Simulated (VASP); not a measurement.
Input of a VASP 6.6.1 run:

File INCAR:

```
PREC = Accurate ; ENCUT = 520
EDIFF = 1E-6 ; ISMEAR = -1
SIGMA = 0.03 ; LREAL = F
LASPH = T ; NELM = 80
ALGO = Normal ; ISIF = 2
LWAVE = F ; LCHARG = T
GGA = CA ; LELF = T
LVHAR = T ; NBANDS = 12
```

KPOINTS

```
regular mesh
0
Gamma
  12 12 12
```

Contents of POSCAR:

```
Sb
1.0
    2.1506003320      1.2416496806      3.8188800000
   -2.1506003320      1.2416496806      3.8188800000
    0.0000000000     -2.4832993611      3.8188800000
Sb
2
Direct
    0.2336400000      0.2336400000      0.2336400000
    0.7663600000      0.7663600000      0.7663600000
```

Potentials or basis: VASP PAW LDA potentials, release 64 (Sb).

Launch:

```console
$ cat potpaw_LDA.64/Sb/POTCAR > POTCAR
$ mpirun -np 1 vasp_std > vasp.out
```

Problem. Estimate the pressure.

Solution. -1.5 GPa.

Problem. Estimate the band gap on the k mesh.

Solution. Zero (bands 5 and 6 overlap by 0.26 eV).

Stress tensor (GPa, compression positive):
```
-1.15  0.00  0.00
 0.00 -1.15  0.00
 0.00  0.00 -2.26
```

Caveat: the cell differs from its parent crystal (zz strain of +2 %); spin-orbit coupling is left out, which moves the levels of the heavy elements.
